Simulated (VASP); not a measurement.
## CdS: single point with PBE

CdS:

```
Cd S
1.0
     3.38691    0.00000    0.00000
     0.00000    3.38691    0.00000
     0.00000    0.00000    3.38691
Cd S
1 1
Direct
  0.00000 0.00000 0.00000
  0.50000 0.50000 0.50000
```

| Quantity | Value |
| --- | --- |
| Program | VASP 6.6.1 |
| Task | single point |
| Functional | PBE |
| Potentials or basis | VASP PAW PBE potentials, release 64 (Cd, S) |
| Cutoff | 500 eV |
| k mesh | 6 × 6 × 6 |
| Occupations | methfessel-paxton, width 0.05 eV |
| Spin | no spin polarisation |
| Dipole correction | no |
| Further INCAR settings | ALGO = Normal; EDIFF = 1e-06; NBANDS = 16 |

```json
{
 "Pressure": "2.0 GPa",
 "Band gap on the k mesh": "zero (band 9 reaches 4.10 eV, above the bottom of band 10 at 3.07 eV)"
}
```

Levels at points of the mesh, in eV from the Fermi level:
| k point | band 5 | band 6 | band 7 | band 8 | band 9 | band 10 | band 11 | band 12 | band 13 | band 14 |
| --- | --- | --- | --- | --- | --- | --- | --- | --- | --- | --- |
| (0.00, 0.00, 0.00) | -8.31 | -8.31 | -1.27 | -1.27 | -1.27 | -1.03 | 6.55 | 6.55 | 11.70 | 11.70 |
| (0.50, 0.00, 0.00) | -8.59 | -8.29 | -6.02 | -0.03 | -0.03 | 3.27 | 4.43 | 7.19 | 7.19 | 7.23 |
| (0.50, 0.50, 0.00) | -8.12 | -7.92 | -4.54 | -4.54 | -1.08 | 0.01 | 7.63 | 7.63 | 8.66 | 11.14 |
| (0.50, 0.50, 0.50) | -8.11 | -8.11 | -2.09 | -2.09 | -2.09 | 1.67 | 1.67 | 1.67 | 2.76 | 17.37 |

Wall time 11 s on 1 thread of AMD EPYC 7R13 Processor (Zen 3), with other jobs on the host, peak memory 0.13 GiB.
